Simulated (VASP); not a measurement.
# Hf (P6_3/mmc) in VASP: further runs, part 2 of 2

VASP 6.6.1.

## (3) Single point, PBEsol+D3(BJ)

File INCAR:

```
PREC = Accurate ; ENCUT = 520
EDIFF = 1E-6 ; ISMEAR = 0
SIGMA = 0.1 ; LREAL = F
LASPH = T ; NELM = 60
ALGO = Normal ; ISIF = 2
LWAVE = F ; LCHARG = F
GGA = PS ; IVDW = 12
NBANDS = 17
```

File KPOINTS:

```
Automatic mesh
0
Gamma
  6 6 4
```

File POSCAR:

```
Hf
1.0
    3.1177272986      0.0000000000      0.0000000000
   -1.5588636493      2.7000310427      0.0000000000
    0.0000000000      0.0000000000      4.9714047295
Hf
2
Direct
    0.3333333333      0.6666666667      0.2500000000
    0.6666666667      0.3333333333      0.7500000000
```

Potentials or basis: VASP PAW PBE potentials, release 64 (Hf_pv).

The run is started by

```
cat potpaw_PBE.64/Hf_pv/POTCAR > POTCAR
mpirun -np 1 vasp_std > vasp.out
```

Run time: 5 s. Hardware: 1 thread of Intel Xeon 6975P-C (Granite Rapids), shared host; peak memory 0.17 GiB.

It converged, with:

- Free energy: -22.0672 eV
- Pressure: -0.9 GPa
- Band gap on the k mesh: zero (band 10 reaches 6.43 eV, above the bottom of band 11 at 5.12 eV)
- Dispersion energy per atom: -0.548 eV

Stress tensor (GPa, compression positive):
```
-0.89  0.00  0.00
 0.00 -0.89  0.00
 0.00  0.00 -1.02
```

Levels at points of the mesh, in eV from the Fermi level:
| k point | band 6 | band 7 | band 8 | band 9 | band 10 | band 11 | band 12 | band 13 | band 14 | band 15 |
| --- | --- | --- | --- | --- | --- | --- | --- | --- | --- | --- |
| (0.00, 0.00, 0.00) | -29.98 | -7.69 | -4.03 | 0.78 | 1.12 | 1.12 | 1.33 | 2.00 | 2.00 | 2.75 |
| (0.50, 0.00, 0.00) | -30.09 | -3.54 | -3.08 | -2.54 | -0.71 | 0.73 | 0.83 | 1.68 | 6.33 | 6.86 |
| (0.00, 0.00, 0.50) | -30.05 | -5.61 | -5.61 | 0.01 | 0.01 | 1.02 | 1.02 | 1.02 | 1.02 | 5.06 |
| (0.50, 0.00, 0.50) | -30.22 | -3.71 | -3.71 | -1.21 | -1.21 | 1.36 | 1.36 | 2.74 | 2.74 | 6.46 |

Caveat: the k points lie up to 0.39 Å⁻¹ apart; three body term missing; the PAW data sets were made with another functional, which shifts forces and pressure a little; spin-orbit coupling is left out, which moves the levels of the heavy elements; pairwise dispersion overbinds metals, which lowers pressure and volume.

## (4) Single point, PBEsol+D3(BJ)

This run uses another cell than the first one, of 22.31 Å³/atom, 1.066 times its volume.

File INCAR:

```
PREC = Accurate
ENCUT = 520
EDIFF = 1E-7
ISMEAR = 0
SIGMA = 0.1
LREAL = False
LASPH = True
NELM = 80
ALGO = Normal
ISIF = 2
LWAVE = False
LCHARG = True
GGA = PS
IVDW = 12
LELF = True
LVHAR = True
NBANDS = 17
```

File KPOINTS:

```
regular mesh
0
Gamma
  6 6 4
```

File POSCAR:

```
Hf
1.0
    3.1600000000      0.0000000000      0.0000000000
   -1.5800000000      2.7366402760      0.0000000000
    0.0000000000      0.0000000000      5.1602800000
Hf
2
Direct
    0.3333333333      0.6666666667      0.2500000000
    0.6666666667      0.3333333333      0.7500000000
```

Potentials or basis: VASP PAW PBE potentials, release 64 (Hf_pv).

The run is started by

```
cat potpaw_PBE.64/Hf_pv/POTCAR > POTCAR
mpirun -np 1 vasp_std > vasp.out
```

OUTCAR:

```text
PREC = Accurate
   ENCUT = 520
   EDIFF = 1E-7
   ISMEAR = 0
   LREAL = False
   LASPH = True
   NELM = 80
   ISIF = 2
   GGA = PS
   IVDW = 12
 IVDW          = 12

 ion  position               nearest neighbor table
   1  0.333  0.667  0.250-   2 3.16   2 3.16   2 3.16   2 3.16   2 3.16   2 3.16
   2  0.667  0.333  0.750-   1 3.16   1 3.16   1 3.16   1 3.16   1 3.16   1 3.16

  LATTYP: Found a hexagonal cell.
 ALAT       =     3.1600000000
 C/A-ratio  =     1.6330000000

  Lattice vectors:

 A1 = (   3.1600000000,   0.0000000000,   0.0000000000)
 A2 = (  -1.5800000000,   2.7366402760,   0.0000000000)
 A3 = (   0.0000000000,   0.0000000000,   5.1602800000)

Analysis of symmetry for initial positions (statically):
=====================================================================
 Subroutine PRICEL returns:
 Original cell was already a primitive cell.

 Routine SETGRP: Setting up the symmetry group for a
 hexagonal supercell.

 Subroutine GETGRP returns: Found 24 space group operations
 (whereof 12 operations were pure point group operations)
 out of a pool of 24 trial point group operations.

The static configuration has the point symmetry D_3d.
[... 159 lines left out ...]

 E-fermi :   4.8475     XC(G=0): -11.4030

 val. band max:        4.8080808504   @ k =   0.3333   0.3333   0.2500
 cond. band min:       4.8916230408   @ k =   0.3333   0.1667   0.5000
 fundamental gap:      0.0835421904
 Fermi energy:         4.8475386627

 k-point     1 :       0.0000    0.0000    0.0000
  band No.  band energies     occupation
      1     -26.1992      2.00000
      2     -25.4606      2.00000
      3     -25.4606      2.00000
      4     -25.3770      2.00000
      5     -25.3511      2.00000
      6     -25.3511      2.00000
[... 397 lines left out ...]
      4     -25.8459      2.00000
      5     -25.5175      2.00000
      6     -25.5175      2.00000
[... 9 lines left out ...]
     16      10.0215      0.00000
     17      13.4409      0.00000

------------------------ aborting loop because EDIFF is reached ----------------------------------------

 Edisp (eV)   -1.02795

 E8    (eV) :    -0.7763

  FORCE on cell =-STRESS in cart. coord.  units (eV):
  Direction    XX          YY          ZZ          XY          YZ          ZX
  --------------------------------------------------------------------------------------
  -------------------------------------------------------------------------------------
  Total      -1.88956    -1.88956    -2.43638     0.00000    -0.00000     0.00000
  in kB     -67.84114   -67.84114   -87.47371     0.00000    -0.00000     0.00000
  external pressure =      -74.39 kB  Pullay stress =        0.00 kB

 VOLUME and BASIS-vectors are now :
 -----------------------------------------------------------------------------
  energy-cutoff  :      520.00
  volume of cell :       44.62
      direct lattice vectors                 reciprocal lattice vectors
     3.160000000  0.000000000  0.000000000     0.316455696  0.182705781  0.000000000
    -1.580000000  2.736640276  0.000000000     0.000000000  0.365411563  0.000000000
     0.000000000  0.000000000  5.160280000     0.000000000  0.000000000  0.193787934

 POSITION                                       TOTAL-FORCE (eV/Angst)
 -----------------------------------------------------------------------------------
     -0.00000      1.82443      1.29007        -0.000000     -0.000000      0.000000
      1.58000      0.91221      3.87021         0.000000      0.000000      0.000000
 -----------------------------------------------------------------------------------
    total drift:                               -0.000000      0.000000     -0.000000

  FREE ENERGIE OF THE ION-ELECTRON SYSTEM (eV)
  ---------------------------------------------------
  free  energy   TOTEN  =       -21.9889836313 eV

  energy  without entropy=      -21.9736659082  energy(sigma->0) =      -21.98132477
```

Run time: 6.5 s. Hardware: 1 thread of Intel Xeon 6975P-C (Granite Rapids), shared host; peak memory 0.17 GiB.

Results:

- Free energy: -21.9890 eV
- Pressure: -7.4 GPa
- Band gap on the k mesh: zero (band 10 reaches 5.92 eV, above the bottom of band 11 at 4.61 eV)
- Dispersion energy per atom: -0.514 eV

Caveat: the k points lie up to 0.38 Å⁻¹ apart; three body term missing; the PAW data sets were made with another functional, which shifts forces and pressure a little; spin-orbit coupling is left out, which moves the levels of the heavy elements; pairwise dispersion overbinds metals, which lowers pressure and volume.
